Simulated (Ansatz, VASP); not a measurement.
## CdSiN2: VASP beside Ansatz

Contents of POSCAR:

```
CdSiN2
1.0
    2.9635999126      0.0000000000      0.0000000000
    0.0000000000      2.9635999126      0.0000000000
    0.0000000000      0.0000000000      5.1102333328
Cd N Si
1 2 1
Direct
    0.0000000000      0.0000000000      0.0000000000
    0.0000000000      0.5000000000      0.3179699104
    0.5000000000      0.0000000000      0.6820300896
    0.5000000000      0.5000000000      0.5000000000
```

File INCAR.step1:

```
SYSTEM = CdSiN2
PREC = Accurate
ENCUT = 520
ISMEAR = 0
SIGMA = 0.01
LREAL = .FALSE.
LASPH = .TRUE.
NELM = 80
NBANDS = 21
GGA = PE
ALGO = Normal
EDIFF = 1E-4
LWAVE = .TRUE.
LCHARG = .FALSE.
```

The input INCAR.step2:

```
SYSTEM = CdSiN2
PREC = Accurate
ENCUT = 520
EDIFF = 1E-7
ISMEAR = 0
SIGMA = 0.01
LREAL = .FALSE.
LASPH = .TRUE.
NELM = 80
ALGO = Normal
ISIF = 2
LWAVE = .FALSE.
LCHARG = .FALSE.
METAGGA = R2SCAN
LMIXTAU = .TRUE.
NBANDS = 21
ISTART = 1
```

Contents of KPOINTS:

```
regular mesh
0
G
  8 8 6
  0 0 0
```

Input for Ansatz:

```yaml
crystal:
  lattice:
    - [2.9635999126, 0.0, 0.0]
    - [0.0, 2.9635999126, 0.0]
    - [0.0, 0.0, 5.1102333328]
  atoms:
    - { symbol: Cd, position: [0.0, 0.0, 0.0] }
    - { symbol: "N", position: [0.0, 0.5, 0.3179699104] }
    - { symbol: Si, position: [0.5, 0.5, 0.5] }
    - { symbol: "N", position: [0.5, 0.0, 0.6820300896] }
kpoints:
  mp_grid: { grid: [8, 8, 6] }
  band_path:
    path:
      - [0.0, 0.0, 0.0]
      - [0.0, 0.5, 0.0]
      - [0.5, 0.5, 0.0]
      - [0.0, 0.0, 0.5]
      - [0.0, 0.5, 0.5]
      - [0.5, 0.5, 0.5]
    npoints: 1
hamiltonian:
  xc: r2scan
scf:
  occupations: { method: fixed }
  n_extra_bands: 5
output:
  forces: true
  stress: true
  eigenvalues: true
```

Change from the starting cell: biaxial_xy strain -2.3%.

Alike in both runs: task single point; functional r2SCAN; k mesh 8 × 8 × 6; no spin polarisation.

```csv
,VASP,Ansatz
version,VASP 6.6.1,Ansatz 0.2.0
potentials or method,"VASP PAW PBE potentials, release 64 (Cd, N, Si)","plane waves, PAW"
plane-wave cutoff (eV),520,500
occupations,"gaussian, width 0.01 eV",fixed
valence electrons in the cell,26,34
```

|  | VASP | Ansatz | Ansatz less VASP |
| --- | --- | --- | --- |
| gap on the k mesh at the Fermi level (eV) | 1.75 | 1.70 | -0.046 |
| pressure (GPa) | 11.0 | 9.8 | -1.18 |
| rms of the force components (eV/Å) | 0.055 | 0.000 | -0.0548 |

VASP's potentials were made for PBE, not for r2SCAN. VASP's potentials hold 26 valence electrons a cell and Ansatz's 34, so a difference there can come from the potentials and not from the codes.
